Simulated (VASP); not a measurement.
## Si2Ni: single point with PBE

Si2Ni:

```xyz
3
Lattice="0.0000 2.7234 2.7234 2.7234 0.0000 2.7234 2.7234 2.7234 0.0000" Properties=species:S:1:pos:R:3 pbc="T T T"
Si    1.3617    1.3617    1.3617
Si    4.0851    4.0851    4.0851
Ni    0.0000    0.0000    0.0000
```

| Quantity | Value |
| --- | --- |
| Program | VASP 6.6.1 |
| Task | single point |
| Functional | PBE |
| Potentials or basis | VASP PAW PBE potentials, release 64 (Si, Ni) |
| Cutoff | 520 eV |
| k mesh | 10 × 10 × 10 |
| Occupations | gaussian, width 0.15 eV |
| Spin | no spin polarisation |

```yaml
Pressure: -0.3 GPa
Band_gap_on_the_k_mesh: zero (band 9 reaches 11.79 eV, above the bottom of band 10 at 9.64 eV)
```

Levels at points of the mesh, in eV from the Fermi level:
| k point | band 5 | band 6 | band 7 | band 8 | band 9 | band 10 | band 11 | band 12 | band 13 | band 14 |
| --- | --- | --- | --- | --- | --- | --- | --- | --- | --- | --- |
| (0.00, 0.00, 0.00) | -3.34 | -3.34 | -0.42 | 1.72 | 1.72 | 1.72 | 2.37 | 2.37 | 2.37 | 4.73 |
| (0.50, 0.00, 0.00) | -3.56 | -3.17 | -3.17 | -1.33 | -1.33 | 1.81 | 1.84 | 1.84 | 2.53 | 9.20 |
| (0.50, 0.50, 0.00) | -4.36 | -3.44 | -3.44 | -3.27 | -2.96 | -0.41 | 1.51 | 7.80 | 8.18 | 8.18 |

Run time: 30 s on 1 thread of Intel(R) Xeon(R) Platinum 8259CL CPU @ 2.50GHz (Skylake/Cascade Lake), with other jobs on the host, peak memory 0.18 GiB.

Spin polarisation is off, so any magnetic state and its effect on volume and gap are missing.
